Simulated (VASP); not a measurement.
# Hg: single point with PBEsol

The system is Hg.

```
Hg
1.0
     5.22376    0.00000    0.13861
     0.00000    5.49170    0.00000
    -2.20608    0.00000    4.89136
Hg
6
Cartesian
  0.0000 0.0000 0.0000
  -1.1030 2.7458 2.4457
  1.3734 2.7459 0.8615
  2.7474 5.4917 1.7228
  1.6443 2.7458 4.1684
  0.2703 0.0000 3.3072
```

* Program: VASP 6.6.1
* Task: single point
* Functional: PBEsol
* Potentials or basis: VASP PAW PBE potentials, release 64 (Hg)
* Cutoff: 520 eV
* k mesh: 6 × 4 × 6
* Occupations: gaussian, width 0.02 eV
* Spin: no spin polarisation
* Dipole correction: no
* Further INCAR settings: ALGO = Fast; EDIFF = 1e-06; NBANDS = 45

```yaml
Pressure: 0.4 GPa
Band_gap_on_the_k_mesh: zero (bands 36 and 37 overlap by 2.32 eV)
```

Stress tensor (GPa, compression positive):
```
 0.51  0.00 -0.11
 0.00  0.26  0.00
-0.11  0.00  0.31
```

Levels at points of the mesh, in eV from the Fermi level:
```tsv
k point	band 33	band 34	band 35	band 36	band 37	band 38	band 39	band 40
(0.00, 0.00, 0.00)	-1.94	-1.50	-1.50	-0.90	-0.90	1.83	1.83	4.37
(0.50, 0.00, 0.00)	-1.75	-1.59	-1.58	-1.58	1.10	1.10	2.45	2.68
(0.00, 0.50, 0.00)	-0.50	-0.50	-0.50	-0.50	1.74	1.74	1.74	1.74
(0.50, 0.50, 0.00)	-4.63	-4.63	-0.93	-0.93	0.17	0.17	4.84	4.84
(0.00, 0.00, 0.50)	-1.48	-1.48	-1.45	-1.45	0.66	0.66	2.81	2.81
(0.50, 0.00, 0.50)	-2.93	-2.93	-1.08	-1.08	1.16	1.16	1.82	1.82
(0.00, 0.50, 0.50)	-4.92	-4.92	-0.64	-0.64	0.24	0.24	5.39	5.39
(0.50, 0.50, 0.50)	-4.62	-4.62	-1.53	-1.53	-1.53	-1.53	6.90	6.90
```

It took 3.2 min on 1 thread of Intel(R) Xeon(R) Platinum 8488C (Sapphire Rapids), with other jobs on the host, peak memory 0.41 GiB.

Caveat: the PAW data sets were made with another functional, which shifts forces and pressure a little; spin-orbit coupling is left out, which moves the levels of the heavy elements.
